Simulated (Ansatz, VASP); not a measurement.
AlN: VASP beside Ansatz

```
CELL_PARAMETERS angstrom
0.00000 1.95127 1.95127
1.95127 0.00000 1.95127
1.95127 1.95127 0.00000
ATOMIC_POSITIONS crystal
Al 0.00000 0.00000 0.00000
N 0.50000 0.50000 0.50000
```

Change from the starting cell: volume scaled by 0.96, ions relaxed.

Alike in both runs: functional PBE; k mesh 13 × 13 × 13; occupations fermi-dirac, width 0.02 eV; no spin polarisation.

Ansatz relaxed the structure, and its values are those at the end. VASP's run is a single point on that final structure, the one shown.

|  | VASP | Ansatz |
| --- | --- | --- |
| version | VASP 6.6.1 | Ansatz 0.2.0 |
| potentials or method | VASP PAW PBE potentials, release 64 (Al, N) | plane-wave PAW, scalar-relativistic |
| plane-wave cutoff (eV) | 600 | 420 |
| valence electrons in the cell | 8 | 8 |

```tsv
	VASP	Ansatz	Ansatz less VASP
gap on the k mesh at the Fermi level (eV)	5.16	5.14	-0.013
pressure (GPa)	40.4	40.9	+0.47
```

Both programs put the cell under a high pressure, so it lies far from rest at this level. Ansatz's warnings: stress scf threshold loose.
